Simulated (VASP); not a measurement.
# BN (R3m) in VASP: notebook

Runs on BN. Level: PBE+D3(BJ). Tasks: single point.

Program: VASP 6.6.1. These are calculated values, not measurements. Logs are shortened: lines on timing, memory, paths and dates and some standing lists are left out, and cuts for length are marked.

### Step 1. The cell of the first run

Symmetry: R3m, No. 160, trigonal system. Conventional cell: a = 2.302 Å, b = 2.302 Å, c = 10.928 Å, α = 90.00°, β = 90.00°, γ = 120.00°. B (site symmetry 3m) has 3 N at 1.33 Å within 1.8 Å. Within 1.8 Å of N (site symmetry 3m) lie 3 B at 1.33 Å.

### Step 2. Single point, PBE+D3(BJ) (strain -0.080 along x and y, +0.080 along z)

The input, INCAR:

```
ALGO = Normal ; EDIFF = 1E-6
ENCUT = 520 ; GGA = PE
ISIF = 2 ; ISMEAR = 0
IVDW = 12 ; LASPH = True
LCHARG = False ; LREAL = False
LWAVE = False ; NBANDS = 11
NELM = 100 ; PREC = Accurate
SIGMA = 0.05
```

The input, KPOINTS:

```
k-points
0
Gamma
  12 12 12
```

The input, POSCAR:

```
BN
1.0
    1.1510320406      0.6645486584      3.6427691556
   -1.1510320406      0.6645486584      3.6427691556
    0.0000000000     -1.3290973169      3.6427691556
B N
1 1
Direct
    0.9996712000      0.9996712000      0.9996712000
    0.3327618000      0.3327618000      0.3327618000
```

Potentials or basis: VASP PAW PBE potentials, release 64 (B, N).

Command:

```sh
cat potpaw_PBE.64/B/POTCAR potpaw_PBE.64/N/POTCAR > POTCAR
mpirun -np 1 vasp_std > vasp.out
```

OUTCAR:

```text
EDIFF = 1E-6
   ENCUT = 520
   GGA = PE
   ISIF = 2
   ISMEAR = 0
   IVDW = 12
   LASPH = True
   LREAL = False
   NELM = 100
   PREC = Accurate
 IVDW          = 12

 ion  position               nearest neighbor table
   1  1.000  1.000  1.000-   2 1.33   2 1.33   2 1.33
   2  0.333  0.333  0.333-   1 1.33   1 1.33   1 1.33

  LATTYP: Found a trigonal (rhomboedric) cell.
 ALAT       =     3.8776625432
 COS(alpha) =     0.8237761040

  Lattice vectors:

 A1 = (   1.1510320406,   0.6645486584,   3.6427691556)
 A2 = (  -1.1510320406,   0.6645486584,   3.6427691556)
 A3 = (   0.0000000000,  -1.3290973169,   3.6427691556)

Analysis of symmetry for initial positions (statically):
=====================================================================
 Subroutine PRICEL returns:
 Original cell was already a primitive cell.

 Routine SETGRP: Setting up the symmetry group for a
 trigonal (rhombohedral) supercell.

 Subroutine GETGRP returns: Found  6 space group operations
 (whereof  6 operations were pure point group operations)
 out of a pool of 12 trial point group operations.

The static configuration has the point symmetry C_3v.

Analysis of symmetry for dynamics (positions and initial velocities):
=====================================================================
 Subroutine PRICEL returns:
 Original cell was already a primitive cell.

 Routine SETGRP: Setting up the symmetry group for a
 trigonal (rhombohedral) supercell.

 Subroutine GETGRP returns: Found  6 space group operations
 (whereof  6 operations were pure point group operations)
 out of a pool of 12 trial point group operations.

The dynamic configuration has the point symmetry C_3v.

 Subroutine INISYM returns: Found  6 space group operations
 (whereof  6 operations are pure point group operations),
 and found     1 'primitive' translations

----------------------------------------------------------------------------------------

                                     Primitive cell

  volume of cell :      16.7185

  direct lattice vectors                    reciprocal lattice vectors
     1.151032041  0.664548658  3.642769156     0.434392773  0.250796784  0.091505478
    -1.151032041  0.664548658  3.642769156    -0.434392773  0.250796784  0.091505478
     0.000000000 -1.329097317  3.642769156     0.000000000 -0.501593569  0.091505478

  length of vectors
     3.877662543  3.877662543  3.877662543     0.509871906  0.509871906  0.509871906

  position of ions in fractional coordinates (direct lattice)
     0.999671200  0.999671200  0.999671200
     0.332761800  0.332761800  0.332761800

  ion indices of the primitive-cell ions
   primitive index   ion index
                 1           1
                 2           2

----------------------------------------------------------------------------------------

 KPOINTS: k-points

Automatic generation of k-mesh.
 Grid dimensions read from file:
 generate k-points for:   12   12   12

 Generating k-lattice:

  Cartesian coordinates                     Fractional coordinates (reciprocal lattice)
     0.036199398  0.020899732  0.007625457     0.083333333  0.000000000  0.000000000
    -0.036199398  0.020899732  0.007625457     0.000000000  0.083333333  0.000000000
     0.000000000 -0.041799464  0.007625457     0.000000000  0.000000000  0.083333333

  Length of vectors
     0.042489326  0.042489326  0.042489326

  Shift w.r.t. Gamma in fractional coordinates (k-lattice)
     0.000000000  0.000000000  0.000000000

 Subroutine IBZKPT returns following result:
 ===========================================

 Found    189 irreducible k-points:

 Following reciprocal coordinates:
            Coordinates               Weight
  0.000000  0.000000  0.000000      1.000000
  0.083333 -0.000000  0.000000      6.000000
  0.166667  0.000000  0.000000      6.000000
  0.250000  0.000000 -0.000000      6.000000
  0.333333  0.000000 -0.000000      6.000000
  0.416667  0.000000  0.000000      6.000000
[... 16 lines left out ...]
  0.500000  0.166667  0.000000     12.000000
 -0.416667  0.166667  0.000000     12.000000
 [... further k-points ...]
   k-points           NKPTS =    189   k-points in BZ     NKDIM =    189   number of bands    NBANDS=     11
   number of dos      NEDOS =    301   number of ions     NIONS =      2
   total plane-waves  NPLWV =  27000
   dimension x,y,z NGX =    30 NGY =   30 NGZ =   30
   dimension x,y,z NGXF=    60 NGYF=   60 NGZF=   60
   ions per type =               1   1
   NGX,Y,Z   is equivalent  to a cutoff of  12.86, 12.86, 12.86 a.u.
   NGXF,Y,Z  is equivalent  to a cutoff of  25.72, 25.72, 25.72 a.u.
 SYSTEM =  unknown system
   PREC   = accura    normal or accurate (medium, high low for compatibility)
   ISTART =      0    job   : 0-new  1-cont  2-samecut
   ICHARG =      2    charge: 1-file 2-atom 10-const
   ISPIN  =      1    spin polarized calculation?
   LNONCOLLINEAR =      F non collinear calculations
   LSORBIT =      F    spin-orbit coupling
   LASPH  =      T    aspherical Exc in radial PAW
   ENCUT  =  520.0 eV  38.22 Ry    6.18 a.u.   7.21  7.21  7.21*2*pi/ulx,y,z
   NELM   =    100;   NELMIN=  2; NELMDL= -5     # of ELM steps
   EDIFF  = 0.1E-05   stopping-criterion for ELM
   LREAL  =      F    real-space projection
   EDIFFG = 0.1E-04   stopping-criterion for IOM
   NSW    =      0    number of steps for IOM
   IBRION =     -1    ionic relax: 0-MD 1-quasi-New 2-CG
   NFREE  =      0    steps in history (QN), initial steepest desc. (CG)
   ISIF   =      2    stress and relaxation
   ISYM   =      2    0-nonsym 1-usesym 2-fastsym
   POTIM  = 0.5000    time-step for ionic-motion
   TEBEG  =    0.0;   TEEND  =   0.0 temperature during run
   PSTRESS=    0.0 pullay stress
   NELECT =       8.0000    total number of electrons
   NUPDOWN=      -1.0000    fix difference up-down
   EMIN   =  10.00;   EMAX   =-10.00  energy-range for DOS
   EFERMI =   0.00;   METHOD = LEGACY
   ISMEAR =     0;   SIGMA  =   0.05  broadening in eV -4-tet -1-fermi 0-gaus
   EFERMI_NEDOS =   21; number of points for ismear=-14 and -15
   IALGO  =     38    algorithm
   IMIX   =      4    mixing-type and parameters
     AMIX     =   0.40;   BMIX     =  1.00
     AMIX_MAG =   1.60;   BMIX_MAG =  1.00
  volume/ion in A,a.u.               =       8.36        56.41
  Fermi-wavevector in a.u.,A,eV,Ry     =   1.280479  2.419754 22.308472  1.639626
  Thomas-Fermi vector in A             =   2.412904
   LORBIT       =      0    0 simple, 1 ext, 2 COOP (PROOUT), +10 PAW based schemes
   GGA     = PE    functional components
   LHFCALC =     F    Hartree Fock is set to
   AEXX    =    0.0000 exact exchange contribution
   IVDW    =    12    specifies the selected vdW correction
   LEPSILON=     F    determine dielectric tensor
   LRPA    =     F    only Hartree local field effects (RPA)
 non-spin polarized calculation
 Gauss-broadening in eV      SIGMA  =   0.05
  energy-cutoff  :      520.00
  volume of cell :       16.72
 maximum number of plane-waves:       469
 NGX is ok and might be reduce to    30
   NGX = 15   NGY = 15   NGZ = 15

 number of electron       7.9999999 magnetization

 Free energy of the ion-electron system (eV)
  ---------------------------------------------------
  ext. energy  EPLUGINS =         0.00000000
  ---------------------------------------------------
  free energy    TOTEN  =       -16.53756660 eV

  energy without entropy =      -16.53756660  energy(sigma->0) =      -16.53756660

 E-fermi :   2.9721     XC(G=0):  -9.9323

 val. band max:        2.6682396232   @ k =  -0.3333   0.3333   0.0000
 cond. band min:       7.1368385696   @ k =   0.0000   0.0000   0.0000
 fundamental gap:      4.4685989464
 Fermi energy:         2.9721296321

 k-point     1 :       0.0000    0.0000    0.0000
  band No.  band energies     occupation
      1     -16.6440      2.00000
      2      -3.4206      2.00000
      3       1.7219      2.00000
      4       1.7219      2.00000
      5       7.1368      0.00000
      6      16.5227      0.00000
      7      16.5227      0.00000
      8      18.5718      0.00000
      9      21.9168      0.00000
     10      29.1847      0.00000
     11      32.5983      0.00000

 k-point     2 :       0.0833   -0.0000    0.0000
  band No.  band energies     occupation
      1     -16.4832      2.00000
      2      -3.2163      2.00000
      3       1.0860      2.00000
      4       1.3844      2.00000
      5       7.4255      0.00000
      6      16.4865      0.00000
      7      17.2815      0.00000
      8      17.9973      0.00000
      9      22.3754      0.00000
     10      28.6715      0.00000
     11      33.0163      0.00000

 k-point     3 :       0.1667    0.0000    0.0000
  band No.  band energies     occupation
      1     -16.0074      2.00000
      2      -2.6110      2.00000
      3      -0.5334      2.00000
      4       0.5743      2.00000
      5       8.2440      0.00000
      6      16.3799      0.00000
      7      16.4482      0.00000
      8      19.3368      0.00000
      9      23.3815      0.00000
     10      27.2124      0.00000
     11      32.0221      0.00000

 k-point     4 :       0.2500    0.0000   -0.0000
  band No.  band energies     occupation
      1     -15.2424      2.00000
      2      -2.6216      2.00000
      3      -1.6305      2.00000
      4      -0.3510      2.00000
      5       9.5237      0.00000
      6      14.1491      0.00000
      7      16.3717      0.00000
      8      22.2493      0.00000
      9      23.9615      0.00000
     10      25.4815      0.00000
     11      30.1975      0.00000

 k-point     5 :       0.3333    0.0000   -0.0000
  band No.  band energies     occupation
      1     -14.2552      2.00000
      2      -4.7421      2.00000
      3      -1.1368      2.00000
      4      -0.3613      2.00000
      5      10.8157      0.00000
      6      12.0921      0.00000
      7      16.3470      0.00000
      8      22.4028      0.00000
      9      24.8269      0.00000
     10      25.5653      0.00000
     11      28.8562      0.00000
[... 211 lines left out ...]
 k-point    21 :       0.3333    0.1667   -0.0000
  band No.  band energies     occupation
      1     -14.7821      2.00000
      2      -3.1297      2.00000
      3      -1.4764      2.00000
      4      -1.2310      2.00000
      5      10.6841      0.00000
      6      13.4578      0.00000
      7      17.6621      0.00000
      8      21.0873      0.00000
      9      22.8155      0.00000
     10      25.9997      0.00000
     11      28.3629      0.00000

 k-point    22 :       0.4167    0.1667    0.0000
  band No.  band energies     occupation
      1     -13.8254      2.00000
      2      -4.8171      2.00000
      3      -2.4551      2.00000
      4      -0.0059      2.00000
      5      10.7102      0.00000
      6      13.3083      0.00000
      7      18.2426      0.00000
      8      20.6076      0.00000
      9      21.8847      0.00000
     10      25.9822      0.00000
     11      27.9499      0.00000

 k-point    23 :       0.5000    0.1667    0.0000
  band No.  band energies     occupation
      1     -12.8518      2.00000
      2      -6.3570      2.00000
      3      -3.0407      2.00000
      4       1.3100      2.00000
      5       9.1561      0.00000
      6      15.0739      0.00000
      7      18.1144      0.00000
      8      19.3855      0.00000
      9      20.9013      0.00000
     10      26.5139      0.00000
     11      28.5470      0.00000

 k-point    24 :      -0.4167    0.1667    0.0000
  band No.  band energies     occupation
      1     -12.3751      2.00000
      2      -7.0452      2.00000
      3      -3.2348      2.00000
      4       2.0704      2.00000
      5       8.3129      0.00000
      6      15.9103      0.00000
      7      17.4414      0.00000
      8      18.7303      0.00000
      9      20.9410      0.00000
     10      27.3595      0.00000
     11      28.9855      0.00000

 [... further k-points ...]

------------------------ aborting loop because EDIFF is reached ----------------------------------------

 Edisp (eV)   -0.28212

 E8    (eV) :    -0.0815

  FORCE on cell =-STRESS in cart. coord.  units (eV):
  Direction    XX          YY          ZZ          XY          YZ          ZX
  --------------------------------------------------------------------------------------
  -------------------------------------------------------------------------------------
  Total      12.64671    12.64671    -0.26863     0.00000     0.00000     0.00000
  in kB    1211.96763  1211.96763   -25.74347     0.00000     0.00000     0.00000
  external pressure =      799.40 kB  Pullay stress =        0.00 kB

 VOLUME and BASIS-vectors are now :
 -----------------------------------------------------------------------------
  energy-cutoff  :      520.00
  volume of cell :       16.72
      direct lattice vectors                 reciprocal lattice vectors
     1.151032041  0.664548658  3.642769156     0.434392773  0.250796784  0.091505478
    -1.151032041  0.664548658  3.642769156    -0.434392773  0.250796784  0.091505478
     0.000000000 -1.329097317  3.642769156     0.000000000 -0.501593569  0.091505478

 POSITION                                       TOTAL-FORCE (eV/Angst)
 -----------------------------------------------------------------------------------
      0.00000     -0.00000     10.92471         0.000000      0.000000     -0.018761
      0.00000     -0.00000      3.63652         0.000000     -0.000000      0.018761
 -----------------------------------------------------------------------------------
    total drift:                                0.000000     -0.000000     -0.000080

  FREE ENERGIE OF THE ION-ELECTRON SYSTEM (eV)
  ---------------------------------------------------
  free  energy   TOTEN  =       -16.8196862857 eV

  energy  without entropy=      -16.8196862857  energy(sigma->0) =      -16.81968629
```

It took 53 s on 1 thread of Intel Xeon Platinum 8375C at 2.90GHz (Ice Lake), shared host; peak memory 0.19 GiB.

Results:

```
Free energy                : -16.8197 eV
Pressure                   : 79.9 GPa
Largest force              : 0.019 eV/Å
Band gap on the k mesh     : 4.47 eV, indirect (least direct gap 5.31 eV)
Dispersion energy per atom : -0.141 eV
```

Forces on the atoms (eV/Å):
```
B    0.000  0.000 -0.019
N    0.000  0.000  0.019
```

Caveat: the cell differs from its parent crystal (strain -0.080 along x and y, +0.080 along z). A k mesh can miss the band edges.

[end of part 1 of 2]
